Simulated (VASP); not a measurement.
Here is a VASP 6.6.1 calculation.

INCAR

```
SYSTEM = HfO2
PREC     = Accurate       ! precision mode
ENCUT    = 520            ! plane-wave cutoff, eV
EDIFF    = 1E-6           ! SCF threshold, eV
ISMEAR   = -1             ! smearing method
SIGMA    = 0.06122561905347299 ! smearing width, eV
LREAL    = .FALSE.        ! projectors in reciprocal space
LASPH    = .TRUE.         ! aspherical terms in the spheres
NELM     = 100            ! most SCF steps
ALGO     = Normal         ! electronic algorithm
ISIF     = 2              ! what is computed and relaxed
LWAVE    = .FALSE.        ! write WAVECAR
LCHARG   = .FALSE.        ! write CHGCAR
GGA      = PE             ! functional
NBANDS   = 18             ! bands
```

File KPOINTS:

```
regular mesh
0
G
  37 37 37
  0 0 0
```

File POSCAR:

```
HfO2
1.0
    0.0000000000      2.5658326721      2.5658326721
    2.5658326721      0.0000000000      2.5658326721
    2.5658326721      2.5658326721      0.0000000000
Hf O
1 2
Direct
    0.0000000000      0.0000000000      0.0000000000
    0.2500000000      0.2500000000      0.2500000000
    0.7500000000      0.7500000000      0.7500000000
```

Potentials or basis: VASP PAW PBE potentials, release 64 (Hf_pv, O).

Run with:

```sh
$ cat potpaw_PBE.64/Hf_pv/POTCAR potpaw_PBE.64/O/POTCAR > POTCAR
$ mpirun -np 1 vasp_std > vasp.out
```

Problem. What does it give for the band gap on the k mesh?

Solution. 3.71 eV (least direct gap 3.72 eV).

Problem. Predict the pressure.

Solution. -8.2 GPa.

Caveat: the cell stands under tension; spin-orbit coupling is left out, which moves the levels of the heavy elements; an odd mesh through Γ misses points on the zone boundary, where band edges can lie.
